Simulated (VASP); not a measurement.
# Si (Fd-3m) in VASP: a series of runs

Si is run at these levels: PBE; tasks: electric field gradients.

Everything below comes from runs of VASP 6.6.1. Logs are shortened: lines on timing, memory, paths and dates and some standing lists are left out, and cuts for length are marked.

**1. The cell of the first run**

The structure is cubic, space group Fd-3m (No. 227). The conventional cell has a = 5.339 Å, b = 5.339 Å, c = 5.339 Å, α = 90.00°, β = 90.00°, γ = 90.00°. Within 3.1 Å of Si (site symmetry -43m) lie 4 Si at 2.31 Å.

**2. Electric field gradients, PBE (volume scaled by 0.95)**

Input file INCAR:

```
  PREC = Accurate
  ENCUT = 520
  EDIFF = 1E-8
  ISMEAR = -1
  SIGMA = 0.08
  LREAL = F
  LASPH = T
  NELM = 80
  ALGO = Normal
  ISIF = 2
  LWAVE = F
  LCHARG = F
  GGA = PE
  LEFG = T
  NBANDS = 11
```

Input file KPOINTS:

```
Automatic mesh
0
Gamma
  12 12 12
```

Input file POSCAR:

```
Si
1.0
    0.0000000000      2.6694361917      2.6694361917
    2.6694361917      0.0000000000      2.6694361917
    2.6694361917      2.6694361917      0.0000000000
Si
2
Direct
    0.5000000000      0.5000000000      0.5000000000
    0.7500000000      0.7500000000      0.7500000000
```

Potentials or basis: VASP PAW PBE potentials, release 64 (Si).

The run is started by

```
cat potpaw_PBE.64/Si/POTCAR > POTCAR
mpirun -np 1 vasp_std > vasp.out
```

OUTCAR:

```text
PREC = Accurate
   ENCUT = 520
   EDIFF = 1E-8
   ISMEAR = -1
   LREAL = F
   LASPH = T
   NELM = 80
   ISIF = 2
   GGA = PE

 ion  position               nearest neighbor table
   1  0.500  0.500  0.500-   2 2.31   2 2.31   2 2.31   2 2.31
   2  0.750  0.750  0.750-   1 2.31   1 2.31   1 2.31   1 2.31

  LATTYP: Found a face centered cubic cell.
 ALAT       =     5.3388723834

  Lattice vectors:

 A1 = (   0.0000000000,   2.6694361917,   2.6694361917)
 A2 = (   2.6694361917,   0.0000000000,   2.6694361917)
 A3 = (   2.6694361917,   2.6694361917,   0.0000000000)

Analysis of symmetry for initial positions (statically):
=====================================================================
 Subroutine PRICEL returns:
 Original cell was already a primitive cell.

 Routine SETGRP: Setting up the symmetry group for a
 face centered cubic supercell.

 Subroutine GETGRP returns: Found 48 space group operations
 (whereof 24 operations were pure point group operations)
 out of a pool of 48 trial point group operations.

The static configuration has the point symmetry T_d .
 The point group associated with its full space group is O_h .

Analysis of symmetry for dynamics (positions and initial velocities):
=====================================================================
 Subroutine PRICEL returns:
 Original cell was already a primitive cell.

 Routine SETGRP: Setting up the symmetry group for a
 face centered cubic supercell.

 Subroutine GETGRP returns: Found 48 space group operations
 (whereof 24 operations were pure point group operations)
 out of a pool of 48 trial point group operations.

The dynamic configuration has the point symmetry T_d .
 The point group associated with its full space group is O_h .

 Subroutine INISYM returns: Found 48 space group operations
 (whereof 24 operations are pure point group operations),
 and found     1 'primitive' translations

----------------------------------------------------------------------------------------

                                     Primitive cell

  volume of cell :      38.0442

  direct lattice vectors                    reciprocal lattice vectors
     0.000000000  2.669436192  2.669436192    -0.187305470  0.187305470  0.187305470
     2.669436192  0.000000000  2.669436192     0.187305470 -0.187305470  0.187305470
     2.669436192  2.669436192  0.000000000     0.187305470  0.187305470 -0.187305470

  length of vectors
     3.775152866  3.775152866  3.775152866     0.324422590  0.324422590  0.324422590

  position of ions in fractional coordinates (direct lattice)
     0.500000000  0.500000000  0.500000000
     0.750000000  0.750000000  0.750000000

  ion indices of the primitive-cell ions
   primitive index   ion index
                 1           1
                 2           2

----------------------------------------------------------------------------------------

 KPOINTS: Automatic mesh

Automatic generation of k-mesh.
 Grid dimensions read from file:
 generate k-points for:   12   12   12

 Generating k-lattice:

  Cartesian coordinates                     Fractional coordinates (reciprocal lattice)
    -0.015608789  0.015608789  0.015608789     0.083333333  0.000000000  0.000000000
     0.015608789 -0.015608789  0.015608789     0.000000000  0.083333333  0.000000000
     0.015608789  0.015608789 -0.015608789     0.000000000  0.000000000  0.083333333

  Length of vectors
     0.027035216  0.027035216  0.027035216

  Shift w.r.t. Gamma in fractional coordinates (k-lattice)
     0.000000000  0.000000000  0.000000000

 Subroutine IBZKPT returns following result:
 ===========================================

 Found     72 irreducible k-points:

 Following reciprocal coordinates:
            Coordinates               Weight
  0.000000  0.000000  0.000000      1.000000
  0.083333  0.000000  0.000000      8.000000
  0.166667  0.000000  0.000000      8.000000
  0.250000  0.000000  0.000000      8.000000
  0.333333  0.000000  0.000000      8.000000
  0.416667  0.000000  0.000000      8.000000
[... 16 lines left out ...]
  0.500000  0.166667  0.000000     24.000000
 -0.416667  0.166667  0.000000     24.000000
 [... further k-points ...]
   k-points           NKPTS =     72   k-points in BZ     NKDIM =     72   number of bands    NBANDS=     11
   number of dos      NEDOS =    301   number of ions     NIONS =      2
   total plane-waves  NPLWV =  21952
   dimension x,y,z NGX =    28 NGY =   28 NGZ =   28
   dimension x,y,z NGXF=    56 NGYF=   56 NGZF=   56
   ions per type =               2
   NGX,Y,Z   is equivalent  to a cutoff of  12.33, 12.33, 12.33 a.u.
   NGXF,Y,Z  is equivalent  to a cutoff of  24.66, 24.66, 24.66 a.u.
 SYSTEM =  unknown system
   PREC   = accura    normal or accurate (medium, high low for compatibility)
   ISTART =      0    job   : 0-new  1-cont  2-samecut
   ICHARG =      2    charge: 1-file 2-atom 10-const
   ISPIN  =      1    spin polarized calculation?
   LNONCOLLINEAR =      F non collinear calculations
   LSORBIT =      F    spin-orbit coupling
   LASPH  =      T    aspherical Exc in radial PAW
   ENCUT  =  520.0 eV  38.22 Ry    6.18 a.u.   7.02  7.02  7.02*2*pi/ulx,y,z
   NELM   =     80;   NELMIN=  2; NELMDL= -5     # of ELM steps
   EDIFF  = 0.1E-07   stopping-criterion for ELM
   LREAL  =      F    real-space projection
   EDIFFG = 0.1E-06   stopping-criterion for IOM
   NSW    =      0    number of steps for IOM
   IBRION =     -1    ionic relax: 0-MD 1-quasi-New 2-CG
   NFREE  =      0    steps in history (QN), initial steepest desc. (CG)
   ISIF   =      2    stress and relaxation
   ISYM   =      2    0-nonsym 1-usesym 2-fastsym
   POTIM  = 0.5000    time-step for ionic-motion
   TEBEG  =    0.0;   TEEND  =   0.0 temperature during run
   PSTRESS=    0.0 pullay stress
   NELECT =       8.0000    total number of electrons
   NUPDOWN=      -1.0000    fix difference up-down
   EMIN   =  10.00;   EMAX   =-10.00  energy-range for DOS
   EFERMI =   0.00;   METHOD = LEGACY
   ISMEAR =    -1;   SIGMA  =   0.08  broadening in eV -4-tet -1-fermi 0-gaus
   EFERMI_NEDOS =   21; number of points for ismear=-14 and -15
   IALGO  =     38    algorithm
   IMIX   =      4    mixing-type and parameters
     AMIX     =   0.40;   BMIX     =  1.00
     AMIX_MAG =   1.60;   BMIX_MAG =  1.00
  volume/ion in A,a.u.               =      19.02       128.37
  Fermi-wavevector in a.u.,A,eV,Ry     =   0.973513  1.839674 12.894628  0.947728
  Thomas-Fermi vector in A             =   2.103899
   LORBIT       =      0    0 simple, 1 ext, 2 COOP (PROOUT), +10 PAW based schemes
   GGA     = PE    functional components
   LHFCALC =     F    Hartree Fock is set to
   AEXX    =    0.0000 exact exchange contribution
   IVDW    =     0    specifies the selected vdW correction
   LEPSILON=     F    determine dielectric tensor
   LRPA    =     F    only Hartree local field effects (RPA)
 non-spin polarized calculation
  energy-cutoff  :      520.00
  volume of cell :       38.04
 maximum number of plane-waves:      1036
   NGX = 13   NGY = 13   NGZ = 13

 number of electron       8.0000000 magnetization

 Free energy of the ion-electron system (eV)
  ---------------------------------------------------
  ext. energy  EPLUGINS =         0.00000000
  ---------------------------------------------------
  free energy    TOTEN  =       -10.78753493 eV

  energy without entropy =      -10.78708737  energy(sigma->0) =      -10.78731115

 E-fermi :   6.5854     XC(G=0):  -9.6109

 val. band max:        6.3554211835   @ k =   0.0000   0.0000   0.0000
 cond. band min:       6.8315106791   @ k =   0.4167   0.4167   0.0000
 fundamental gap:      0.4760894957
 Fermi energy:         6.5853885931

 k-point     1 :       0.0000    0.0000    0.0000
  band No.  band energies     occupation
      1      -5.9619      2.00000
      2       6.3554      1.89315
      3       6.3554      1.89315
      4       6.3554      1.89315
      5       8.9405      0.00000
      6       8.9405      0.00000
      7       8.9405      0.00000
      8      10.3302      0.00000
      9      14.0993      0.00000
     10      14.0993      0.00000
     11      14.5229      0.00000
[... 309 lines left out ...]
 k-point    24 :      -0.4167    0.1667    0.0000
  band No.  band energies     occupation
      1      -3.2148      2.00000
      2      -0.6202      2.00000
      3       3.2484      2.00000
      4       4.6937      2.00000
      5       8.5619      0.00000
      6      10.5488      0.00000
      7      10.7794      0.00000
      8      14.5352      0.00000
      9      15.1503      0.00000
     10      15.2632      0.00000
     11      17.7810      0.00000

 [... further k-points ...]
[... 5 lines left out ...]
  --------------------------------------------------------------------------------------
  -------------------------------------------------------------------------------------
  Total        1.7726162      1.7726162      1.7726162      0.0000000      0.0000000      0.0000000
  in kB       74.6511796     74.6511796     74.6511796      0.0000000      0.0000000      0.0000000
  external PRESSURE =      74.6511796 kB  Pullay stress =       0.0000000 kB

 VOLUME and BASIS-vectors are now :
 -----------------------------------------------------------------------------
  energy-cutoff  :      520.00
  volume of cell :       38.04
      direct lattice vectors                 reciprocal lattice vectors
     0.000000000  2.669436192  2.669436192    -0.187305470  0.187305470  0.187305470
     2.669436192  0.000000000  2.669436192     0.187305470 -0.187305470  0.187305470
     2.669436192  2.669436192  0.000000000     0.187305470  0.187305470 -0.187305470

 POSITION                                       TOTAL-FORCE (eV/Angst)
 -----------------------------------------------------------------------------------
      2.66944      2.66944      2.66944        -0.000000     -0.000000     -0.000000
      4.00415      4.00415      4.00415         0.000000      0.000000      0.000000
 -----------------------------------------------------------------------------------
    total drift:                                0.000000      0.000000     -0.000000

  FREE ENERGIE OF THE ION-ELECTRON SYSTEM (eV)
  ---------------------------------------------------
  free  energy   TOTEN  =       -10.7875349280 eV

  energy  without entropy=      -10.7870873657  energy(sigma->0) =      -10.78731115

 Electric field gradients (V/A^2)
---------------------------------------------------------------------
 ion       V_xx      V_yy      V_zz      V_xy      V_xz      V_yz
---------------------------------------------------------------------
   1       0.000    -0.000     0.000    -0.000    -0.000    -0.000
   2       0.000    -0.000     0.000    -0.000    -0.000    -0.000
---------------------------------------------------------------------

 Electric field gradients after diagonalization (V/A^2)
 (convention: |V_zz| > |V_xx| > |V_yy|)
----------------------------------------------------------------------
 ion       V_xx      V_yy      V_zz     asymmetry (V_yy - V_xx)/ V_zz
----------------------------------------------------------------------
   1       0.000     0.000    -0.000       0.000
   2       0.000     0.000    -0.000       0.000
----------------------------------------------------------------------

           NMR quadrupolar parameters

 Cq : quadrupolar parameter    Cq=e*Q*V_zz/h
 eta: asymmetry parameters     (V_yy - V_xx)/ V_zz
 Q  : nuclear electric quadrupole moment in mb (millibarn)
----------------------------------------------------------------------
 ion       Cq(MHz)       eta       Q (mb)
----------------------------------------------------------------------
   1      -0.000       0.000       1.000
   2      -0.000       0.000       1.000
----------------------------------------------------------------------
```

It took 15 s on 1 thread of AMD EPYC 9R45 (Zen 5), shared host; peak memory 0.13 GiB.

Results:

| Property | Result |
| --- | --- |
| Free energy | -10.7875 eV |
| Pressure | 7.5 GPa |
| Band gap on the k mesh | 0.48 eV, indirect (least direct gap 2.59 eV) |

Caveat: without QUAD_EFG the Cq values of the log hold for a quadrupole moment of 1 mb, not for the nuclei. A k mesh can miss the band edges.

**3. Electric field gradients, PBE (volume scaled by 0.95)**

Input file INCAR:

```
SYSTEM = Si
ALGO = Normal ; EDIFF = 1E-8
ENCUT = 520 ; GGA = PE
ISIF = 2 ; ISMEAR = -1
LASPH = .TRUE. ; LCHARG = .FALSE.
LEFG = .TRUE. ; LREAL = .FALSE.
LWAVE = .FALSE. ; NBANDS = 11
NELM = 80 ; PREC = Accurate
SIGMA = 0.08
```

Input file KPOINTS:

```
k-points
0
G
  12 12 12
  0 0 0
```

POSCAR is that of step 2.

Potentials or basis: VASP PAW PBE potentials, release 64 (Si).

The run is started by

```
cat potpaw_PBE.64/Si/POTCAR > POTCAR
mpirun -np 1 vasp_std > vasp.out
```

OUTCAR:

```text
SYSTEM = Si
   EDIFF = 1E-8
   ENCUT = 520
   GGA = PE
   ISIF = 2
   ISMEAR = -1
   LASPH = .TRUE.
   LREAL = .FALSE.
   NELM = 80
   PREC = Accurate

 ion  position               nearest neighbor table
   1  0.500  0.500  0.500-   2 2.31   2 2.31   2 2.31   2 2.31
   2  0.750  0.750  0.750-   1 2.31   1 2.31   1 2.31   1 2.31

  LATTYP: Found a face centered cubic cell.
 ALAT       =     5.3388723834

  Lattice vectors:

 A1 = (   0.0000000000,   2.6694361917,   2.6694361917)
 A2 = (   2.6694361917,   0.0000000000,   2.6694361917)
 A3 = (   2.6694361917,   2.6694361917,   0.0000000000)

Analysis of symmetry for initial positions (statically):
=====================================================================
 Subroutine PRICEL returns:
 Original cell was already a primitive cell.

 Routine SETGRP: Setting up the symmetry group for a
 face centered cubic supercell.

 Subroutine GETGRP returns: Found 48 space group operations
[... 524 lines left out ...]
  volume of cell :       38.04
      direct lattice vectors                 reciprocal lattice vectors
     0.000000000  2.669436192  2.669436192    -0.187305470  0.187305470  0.187305470
     2.669436192  0.000000000  2.669436192     0.187305470 -0.187305470  0.187305470
     2.669436192  2.669436192  0.000000000     0.187305470  0.187305470 -0.187305470

 POSITION                                       TOTAL-FORCE (eV/Angst)
 -----------------------------------------------------------------------------------
      2.66944      2.66944      2.66944        -0.000000     -0.000000     -0.000000
      4.00415      4.00415      4.00415         0.000000      0.000000      0.000000
 -----------------------------------------------------------------------------------
    total drift:                                0.000000      0.000000     -0.000000

  FREE ENERGIE OF THE ION-ELECTRON SYSTEM (eV)
  ---------------------------------------------------
  free  energy   TOTEN  =       -10.7875349280 eV

  energy  without entropy=      -10.7870873657  energy(sigma->0) =      -10.78731115

 Electric field gradients (V/A^2)
---------------------------------------------------------------------
 ion       V_xx      V_yy      V_zz      V_xy      V_xz      V_yz
---------------------------------------------------------------------
   1       0.000    -0.000     0.000    -0.000    -0.000    -0.000
   2       0.000    -0.000     0.000    -0.000    -0.000    -0.000
---------------------------------------------------------------------

 Electric field gradients after diagonalization (V/A^2)
 (convention: |V_zz| > |V_xx| > |V_yy|)
----------------------------------------------------------------------
 ion       V_xx      V_yy      V_zz     asymmetry (V_yy - V_xx)/ V_zz
----------------------------------------------------------------------
   1       0.000     0.000    -0.000       0.000
   2       0.000     0.000    -0.000       0.000
----------------------------------------------------------------------

           NMR quadrupolar parameters

 Cq : quadrupolar parameter    Cq=e*Q*V_zz/h
 eta: asymmetry parameters     (V_yy - V_xx)/ V_zz
 Q  : nuclear electric quadrupole moment in mb (millibarn)
----------------------------------------------------------------------
 ion       Cq(MHz)       eta       Q (mb)
----------------------------------------------------------------------
   1      -0.000       0.000       1.000
   2      -0.000       0.000       1.000
----------------------------------------------------------------------
```

OSZICAR:

```text
N       E                     dE             d eps       ncg     rms          rms(c)
DAV:   1     0.965429599538E+01    0.96543E+01   -0.33750E+03  1584   0.594E+02
DAV:   2    -0.103695191563E+02   -0.20024E+02   -0.19006E+02  2150   0.878E+01
DAV:   3    -0.109945352245E+02   -0.62502E+00   -0.62283E+00  2038   0.137E+01
DAV:   4    -0.109991980236E+02   -0.46628E-02   -0.46623E-02  1898   0.150E+00
DAV:   5    -0.109992427561E+02   -0.44732E-04   -0.44732E-04  2014   0.139E-01    0.522E+00
DAV:   6    -0.108511978582E+02    0.14804E+00   -0.88263E-02  1794   0.122E+00    0.319E+00
DAV:   7    -0.107861399570E+02    0.65058E-01   -0.16253E-01  1814   0.177E+00    0.237E-01
DAV:   8    -0.107873277035E+02   -0.11877E-02   -0.67247E-03  1808   0.448E-01    0.856E-02
DAV:   9    -0.107875081788E+02   -0.18048E-03   -0.16854E-04  1965   0.828E-02    0.641E-02
DAV:  10    -0.107875346648E+02   -0.26486E-04   -0.24284E-05  1859   0.282E-02    0.868E-03
DAV:  11    -0.107875347735E+02   -0.10868E-06   -0.19613E-06  1925   0.730E-03    0.367E-03
DAV:  12    -0.107875348731E+02   -0.99630E-07   -0.42729E-07  1779   0.417E-03    0.290E-03
DAV:  13    -0.107875349243E+02   -0.51194E-07   -0.66992E-09  1874   0.518E-04    0.238E-04
DAV:  14    -0.107875349280E+02   -0.36944E-08   -0.42515E-10  1008   0.142E-04
   1 F= -.10787535E+02 E0= -.10787311E+02  d E =-.447562E-03
```

stdout:

```text
POSCAR found type information on POSCAR Si
 POSCAR found :  1 types and       2 ions
 scaLAPACK will be used
 LDA part: xc-table for (Slater+PW92), standard interpolation
 POSCAR, INCAR and KPOINTS ok, starting setup
 FFT: planning ... GRIDC
 FFT: planning ... GRID_SOFT
 FFT: planning ... GRID
 WAVECAR not read
 entering main loop
ion   1

ion   2
```

Wall time 15 s (1 thread of AMD EPYC 9R45 (Zen 5), shared host); peak memory 0.13 GiB.

Results:

```yaml
Free_energy: -10.7875 eV
Pressure: 7.5 GPa
Band_gap_on_the_k_mesh: 0.48 eV, indirect (least direct gap 2.59 eV)
```

Levels at points of the mesh, in eV from the valence-band top:
| k point | band 1 | band 2 | band 3 | band 4 | band 5 | band 6 | band 7 | band 8 |
| --- | --- | --- | --- | --- | --- | --- | --- | --- |
| (0.00, 0.00, 0.00) | -12.32 | 0.00 | 0.00 | 0.00 | 2.59 | 2.59 | 2.59 | 3.97 |
| (0.50, 0.00, 0.00) | -9.85 | -7.21 | -1.24 | -1.24 | 1.72 | 3.31 | 3.31 | 7.79 |
| (0.50, 0.50, 0.00) | -7.98 | -7.98 | -2.99 | -2.99 | 0.60 | 0.60 | 10.56 | 10.56 |

Caveat: without QUAD_EFG the Cq values of the log hold for a quadrupole moment of 1 mb, not for the nuclei. A k mesh can miss the band edges.

(Continued in part 2 of 3.)
